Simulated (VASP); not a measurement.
# MoS2 (R-3m) in VASP: a series of runs, part 2 of 2

VASP 6.6.1.

**3. Single point, LDA**

This run uses another cell than the first one, of 17.04 Å³/atom, 0.960 times its volume.

The input, INCAR:

```
PREC     = Accurate       # precision mode
ENCUT    = 520            # plane-wave cutoff, eV
EDIFF    = 1E-6           # SCF threshold, eV
ISMEAR   = -1             # smearing method
SIGMA    = 0.05           # smearing width, eV
LREAL    = False          # projectors in reciprocal space
LASPH    = True           # aspherical terms in the spheres
NELM     = 100            # most SCF steps
ALGO     = Normal         # electronic algorithm
ISIF     = 2              # what is computed and relaxed
LWAVE    = False          # write WAVECAR
LCHARG   = True           # write CHGCAR
LELF     = True           # ELF
LVHAR    = True         
NBANDS   = 20             # bands
```

The input, KPOINTS:

```
regular mesh
0
Gamma
  10 10 10
```

The input, POSCAR:

```
MoS2
1.0
    1.5640716975      0.9030172156      6.0323514456
   -1.5640716975      0.9030172156      6.0323514456
    0.0000000000     -1.8060344312      6.0323514456
Mo S
1 2
Direct
    0.0000000000      0.0000000000      0.0000000000
    0.2500000000      0.2500000000      0.2500000000
    0.7500000000      0.7500000000      0.7500000000
```

Potentials or basis: VASP PAW LDA potentials, release 64 (Mo_sv, S).

Started as:

```bash
> cat potpaw_LDA.64/Mo_sv/POTCAR potpaw_LDA.64/S/POTCAR > POTCAR
> mpirun -np 1 vasp_std > vasp.out
```

Run time: 3.6 min. Hardware: 1 thread of AMD EPYC 7R13 (Zen 3), shared host; peak memory 0.3 GiB.

It converged, with:

```
Free energy            : -23.5854 eV
Pressure               : 7.1 GPa
Largest force          : 1.358 eV/Å
Band gap on the k mesh : zero (band 13 reaches 8.45 eV, above the bottom of band 14 at 7.89 eV)
```

Forces in eV/Å, atoms in the order of the input:
```
Mo   0.000  0.000  0.000
S    0.000  0.000 -1.358
S    0.000  0.000  1.358
```

Stress tensor (GPa, compression positive):
```
 5.13  0.00  0.00
 0.00  5.13  0.00
 0.00  0.00 10.94
```

Levels at points of the mesh, in eV from the Fermi level:
```
           k point  band 10  band 11  band 12  band 13  band 14  band 15  band 16  band 17
(0.00, 0.00, 0.00)    -1.82    -1.42    -1.16    -1.16    -0.22    -0.22     3.54     3.54
(0.50, 0.00, 0.00)    -4.57    -2.90    -2.07    -1.63     1.08     2.05     3.54     4.29
(0.50, 0.50, 0.00)    -4.49    -2.95    -2.41    -1.86     1.08     1.79     4.05     4.62
(0.50, 0.50, 0.50)    -4.13    -1.15    -1.15    -0.33    -0.33    -0.03     3.67     3.67
```

Caveat: forces of over 1 eV/Å act on the atoms, so gaps and moduli don't describe the material at rest.

**4. Single point, LDA**

This run uses another cell than the first one, of 18.10 Å³/atom, 1.020 times its volume.

The input, INCAR:

```
ALGO = Normal
EDIFF = 1E-7
ENCUT = 520
GGA = CA
ISIF = 2
ISMEAR = -1
LASPH = True
LCHARG = False
LREAL = False
LWAVE = False
NBANDS = 20
NELM = 100
PREC = Accurate
SIGMA = 0.05
```

The input, KPOINTS:

```
k-points
0
Gamma
  10 10 10
```

The input, POSCAR:

```
MoS2
1.0
    1.5960003060      0.9214512063      6.1554945136
   -1.5960003060      0.9214512063      6.1554945136
    0.0000000000     -1.8429024126      6.1554945136
Mo S
1 2
Direct
    0.0000000000      0.0000000000      0.0000000000
    0.2500000000      0.2500000000      0.2500000000
    0.7500000000      0.7500000000      0.7500000000
```

Started as:

```bash
> cat potpaw_LDA.64/Mo_sv/POTCAR potpaw_LDA.64/S/POTCAR > POTCAR
> mpirun -np 1 vasp_std > vasp.out
```

It took 4 min on 1 thread of AMD EPYC 7R13 (Zen 3), shared host; peak memory 0.3 GiB.

The run converged. Its results:

| Property | Result |
| --- | --- |
| Free energy | -23.6250 eV |
| Pressure | -2.7 GPa |
| Largest force | 0.257 eV/Å |
| Band gap on the k mesh | zero (band 13 reaches 7.64 eV, above the bottom of band 14 at 7.02 eV) |

Forces in eV/Å, atoms in the order of the input:
```
Mo   0.000  0.000  0.000
S    0.000  0.000 -0.257
S    0.000  0.000  0.257
```

Stress tensor (GPa, compression positive):
```
-4.12  0.00  0.00
 0.00 -4.12  0.00
 0.00  0.00  0.12
```

Levels at points of the mesh, in eV from the Fermi level:
| k point | band 10 | band 11 | band 12 | band 13 | band 14 | band 15 | band 16 | band 17 |
| --- | --- | --- | --- | --- | --- | --- | --- | --- |
| (0.00, 0.00, 0.00) | -1.74 | -1.24 | -1.03 | -1.03 | -0.26 | -0.26 | 3.29 | 3.29 |
| (0.50, 0.00, 0.00) | -4.27 | -2.81 | -1.91 | -1.59 | 0.98 | 1.87 | 3.32 | 4.01 |
| (0.50, 0.50, 0.00) | -4.20 | -2.83 | -2.22 | -1.80 | 0.98 | 1.66 | 3.75 | 4.64 |
| (0.50, 0.50, 0.50) | -3.87 | -1.02 | -1.02 | -0.36 | -0.36 | -0.07 | 3.40 | 3.40 |

**5. Single point, PBEsol (volume scaled by 1.06)**

The input, INCAR:

```
ALGO = Normal
EDIFF = 1E-6
ENCUT = 520
GGA = PS
ISIF = 2
ISMEAR = -1
LASPH = T
LCHARG = F
LREAL = F
LWAVE = F
NBANDS = 20
NELM = 60
PREC = Accurate
SIGMA = 0.05
```

KPOINTS is that of step 4.

The input, POSCAR:

```
MoS2
1.0
    1.6165961300      0.9333422108      6.2349290104
   -1.6165961300      0.9333422108      6.2349290104
    0.0000000000     -1.8666844216      6.2349290104
Mo S
1 2
Direct
    0.0000000000      0.0000000000      0.0000000000
    0.2500000000      0.2500000000      0.2500000000
    0.7500000000      0.7500000000      0.7500000000
```

Potentials or basis: VASP PAW PBE potentials, release 64 (Mo_sv, S).

Started as:

```bash
> cat potpaw_PBE.64/Mo_sv/POTCAR potpaw_PBE.64/S/POTCAR > POTCAR
> mpirun -np 1 vasp_std > vasp.out
```

Wall time 2.5 min (1 thread of Intel Xeon 6975P-C (Granite Rapids), shared host); peak memory 0.38 GiB.

The run converged. Its results:

```
Free energy            : -22.5800 eV
Pressure               : -5.2 GPa
Largest force          : 0.200 eV/Å
Band gap on the k mesh : zero (band 13 reaches 7.22 eV, above the bottom of band 14 at 6.57 eV)
```

Forces in eV/Å, atoms in the order of the input:
```
Mo   0.000  0.000  0.000
S    0.000  0.000  0.200
S    0.000  0.000 -0.200
```

Stress tensor (GPa, compression positive):
```
-6.50  0.00  0.00
 0.00 -6.50  0.00
 0.00  0.00 -2.71
```

Levels at points of the mesh, in eV from the Fermi level:
```tsv
k point	band 10	band 11	band 12	band 13	band 14	band 15	band 16	band 17
(0.00, 0.00, 0.00)	-1.72	-1.13	-0.96	-0.96	-0.29	-0.29	3.14	3.14
(0.50, 0.00, 0.00)	-4.11	-2.79	-1.83	-1.58	0.92	1.77	3.19	3.86
(0.50, 0.50, 0.00)	-4.04	-2.79	-2.11	-1.78	0.92	1.59	3.57	4.59
(0.50, 0.50, 0.50)	-3.70	-0.95	-0.95	-0.39	-0.39	-0.11	3.24	3.24
```

Caveat: the cell differs from its parent crystal (volume scaled by 1.06); the PAW data sets were made with another functional, which shifts forces and pressure a little.

**6. Single point, LDA (volume scaled by 0.94)**

The input, INCAR:

```
ALGO = Normal
EDIFF = 1E-6
ENCUT = 520
GGA = CA
ISIF = 2
ISMEAR = -1
LASPH = T
LCHARG = F
LREAL = F
LWAVE = F
NBANDS = 20
NELM = 80
PREC = Accurate
SIGMA = 0.05
```

KPOINTS is that of step 5.

The input, POSCAR:

```
MoS2
1.0
    1.5531337754      0.8967022033      5.9901657895
   -1.5531337754      0.8967022033      5.9901657895
    0.0000000000     -1.7934044066      5.9901657895
Mo S
1 2
Direct
    0.0000000000      0.0000000000      0.0000000000
    0.2500000000      0.2500000000      0.2500000000
    0.7500000000      0.7500000000      0.7500000000
```

Potentials or basis: VASP PAW LDA potentials, release 64 (Mo_sv, S).

Started as:

```bash
> cat potpaw_LDA.64/Mo_sv/POTCAR potpaw_LDA.64/S/POTCAR > POTCAR
> mpirun -np 1 vasp_std > vasp.out
```

It took 2.3 min on 1 thread of Intel Xeon 6975P-C (Granite Rapids), shared host; peak memory 0.31 GiB.

It converged, with:

```yaml
Free_energy: -23.5250 eV
Pressure: 11.1 GPa
Largest_force: 1.785 eV/Å
Band_gap_on_the_k_mesh: zero (band 13 reaches 8.74 eV, above the bottom of band 14 at 8.20 eV)
```

Forces on the atoms (eV/Å):
```
Mo   0.000  0.000  0.000
S    0.000  0.000 -1.785
S    0.000  0.000  1.785
```

Stress tensor (GPa, compression positive):
```
 8.93  0.00  0.00
 0.00  8.93  0.00
 0.00  0.00 15.34
```

Levels at points of the mesh, in eV from the Fermi level:
| k point | band 10 | band 11 | band 12 | band 13 | band 14 | band 15 | band 16 | band 17 |
| --- | --- | --- | --- | --- | --- | --- | --- | --- |
| (0.00, 0.00, 0.00) | -1.84 | -1.49 | -1.21 | -1.21 | -0.20 | -0.20 | 3.63 | 3.63 |
| (0.50, 0.00, 0.00) | -4.67 | -2.93 | -2.13 | -1.64 | 1.12 | 2.11 | 3.61 | 4.39 |
| (0.50, 0.50, 0.00) | -4.59 | -2.99 | -2.48 | -1.88 | 1.13 | 1.83 | 4.15 | 4.61 |
| (0.50, 0.50, 0.50) | -4.22 | -1.20 | -1.20 | -0.31 | -0.31 | -0.01 | 3.77 | 3.77 |

Caveat: the cell differs from its parent crystal (volume scaled by 0.94); forces of over 1 eV/Å act on the atoms, so gaps and moduli don't describe the material at rest.

**7. Summary**

```csv
level,potentials or basis,cell,k mesh,smearing,gap on the mesh (eV),pressure (GPa),largest force (eV/Å)
PBEsol,"VASP PAW PBE potentials, release 64 (Mo_sv, S)","a = 6.383 Å, angles 28.8°, 3 atoms",6 × 6 × 6,fermi-dirac 0.03 eV,none,2.9,0.70
LDA,"VASP PAW LDA potentials, release 64 (Mo_sv, S)","a = 6.297 Å, angles 28.8°, 3 atoms",10 × 10 × 10,fermi-dirac 0.05 eV,none,7.1,1.36
LDA,"VASP PAW LDA potentials, release 64 (Mo_sv, S)","a = 6.425 Å, angles 28.8°, 3 atoms",10 × 10 × 10,fermi-dirac 0.05 eV,none,-2.7,0.26
PBEsol,"VASP PAW PBE potentials, release 64 (Mo_sv, S)","a = 6.508 Å, angles 28.8°, 3 atoms",10 × 10 × 10,fermi-dirac 0.05 eV,none,-5.2,0.20
LDA,"VASP PAW LDA potentials, release 64 (Mo_sv, S)","a = 6.253 Å, angles 28.8°, 3 atoms",10 × 10 × 10,fermi-dirac 0.05 eV,none,11.1,1.79
```

Alike in all rows: task single point; no spin polarisation; cutoff (eV) 520.

Caveats: some runs use coarse meshes; the PAW data sets were made with another functional, which shifts forces and pressure a little (some runs); forces of over 1 eV/Å act on the atoms, so gaps and moduli don't describe the material at rest (some runs).

Total energies depend on the potentials used, so only differences within one code and one set of settings carry meaning.
